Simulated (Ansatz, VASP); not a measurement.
**One calculation of Rb, two programs**

File POSCAR:

```
Rb
1.0
   -2.8677202310      2.8677202310      2.8677202310
    2.8677202310     -2.8677202310      2.8677202310
    2.8677202310      2.8677202310     -2.8677202310
Rb
1
Direct
    0.0000000000      0.0000000000      0.0000000000
```

The input INCAR.step1:

```
SYSTEM = Rb
PREC = Accurate ; ENCUT = 520
ISMEAR = -1 ; SIGMA = 0.3
LREAL = .False. ; LASPH = .True.
NELM = 100 ; NBANDS = 10
GGA = PE ; ALGO = Normal
EDIFF = 1E-4 ; LWAVE = .True.
LCHARG = .False.
```

Contents of INCAR.step2:

```
SYSTEM = Rb
PREC = Accurate ; ENCUT = 520
EDIFF = 1E-6 ; ISMEAR = -1
SIGMA = 0.3 ; LREAL = .False.
LASPH = .True. ; NELM = 100
ALGO = Normal ; ISIF = 2
LWAVE = .False. ; LCHARG = .False.
METAGGA = R2SCAN ; LMIXTAU = .True.
NBANDS = 10 ; ISTART = 1
```

File KPOINTS:

```
regular mesh
0
Gamma
  8 8 8
  0 0 0
```

Input for Ansatz:

```yaml
crystal:
  lattice:
    - [-2.867720231, 2.867720231, 2.867720231]
    - [2.867720231, -2.867720231, 2.867720231]
    - [2.867720231, 2.867720231, -2.867720231]
  atoms:
    - { symbol: Rb, position: [0.0, 0.0, 0.0] }
hamiltonian:
  xc: r2scan
  pseudopotentials:
    kind: paw
    azcp:
      Rb: "pseudopotentials/Rb.paw.azcp"
basis:
  ecutwfc: 500
  fft_grid_basis: typed
kpoints:
  mp_grid: { grid: [8, 8, 8], shift: [0, 0, 0] }
magnetization:
  spin_polarized: false
scf:
  occupations: { method: fermi_dirac, width: 0.3 }
  lower_state_search: "off"
output:
  stress: true
```

Alike in both runs: task single point; functional r2SCAN; k mesh 8 × 8 × 8; occupations fermi-dirac, width 0.3 eV; no spin polarisation.

|  | VASP | Ansatz |
| --- | --- | --- |
| version | VASP 6.6.1 | Ansatz 0.2.0 |
| potentials or method | VASP PAW PBE potentials, release 64 (Rb_sv), cutoff 520 eV | plane waves (500 eV) with PAW, scalar-relativistic |
| valence electrons in the cell | 9 | 9 |

```csv
,VASP,Ansatz,Ansatz less VASP
pressure (GPa),0.1,0.1,0.00
```

VASP's potentials were made for PBE, not for r2SCAN.
